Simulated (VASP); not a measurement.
Here is a VASP 6.6.1 calculation.

The input INCAR:

```
ALGO = Normal ; EDIFF = 1E-6
ENCUT = 520 ; GGA = PE
ISIF = 2 ; ISMEAR = 0
LASPH = T ; LCHARG = F
LREAL = F ; LWAVE = F
NBANDS = 15 ; NELM = 100
PREC = Accurate ; SIGMA = 0.01
```

File KPOINTS:

```
k-points
0
Gamma
  6 6 6
```

The input POSCAR:

```
RbBr
1.0
    0.0000000000      3.5160525416      3.5160525416
    3.5160525416      0.0000000000      3.5160525416
    3.5160525416      3.5160525416      0.0000000000
Rb Br
1 1
Direct
    0.0000000000      0.0000000000      0.0000000000
    0.5000000000      0.5000000000      0.5000000000
```

Potentials or basis: VASP PAW PBE potentials, release 64 (Rb_sv, Br).

Run with:

```sh
$ cat potpaw_PBE.64/Rb_sv/POTCAR potpaw_PBE.64/Br/POTCAR > POTCAR
$ mpirun -np 1 vasp_std > vasp.out
```

(1) Estimate the band gap on the k mesh.

(2) Estimate the pressure.

Results:

(1) 4.17 eV, direct.

(2) -0.1 GPa.
